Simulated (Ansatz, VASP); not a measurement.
# One calculation of Cu, two programs

```
CELL_PARAMETERS angstrom
1.28324 0.74088 2.09614
-1.28324 0.74088 2.09614
0.00000 -1.48176 2.09614
ATOMIC_POSITIONS crystal
Cu 0.50000 0.50000 0.50000
```

Alike in both runs: functional PBE; k mesh 24 × 24 × 24; occupations gaussian, width 0.1 eV; no spin polarisation.

Ansatz relaxed the structure, and its values are those at the end. VASP's run is a single point on that final structure, the one shown.

|  | VASP | Ansatz |
| --- | --- | --- |
| version | VASP 6.6.1 | Ansatz 0.2.0 |
| potentials or method | VASP PAW PBE potentials, release 64 (Cu), cutoff 520 eV | scalar-relativistic, plane waves, PAW |
| valence electrons in the cell | 11 | 19 |

|  | VASP | Ansatz | Ansatz less VASP |
| --- | --- | --- | --- |
| gap on the k mesh at the Fermi level (eV) | none | none | - |
| pressure (GPa) | 0.6 | 0.0 | -0.55 |

A gap of «none» marks a metal or a gap that the smearing closes. The functional is the same, so the differences come from potentials, cutoffs and numerics. VASP's potentials hold 11 valence electrons a cell and Ansatz's 19, so a difference there can come from the potentials and not from the codes.
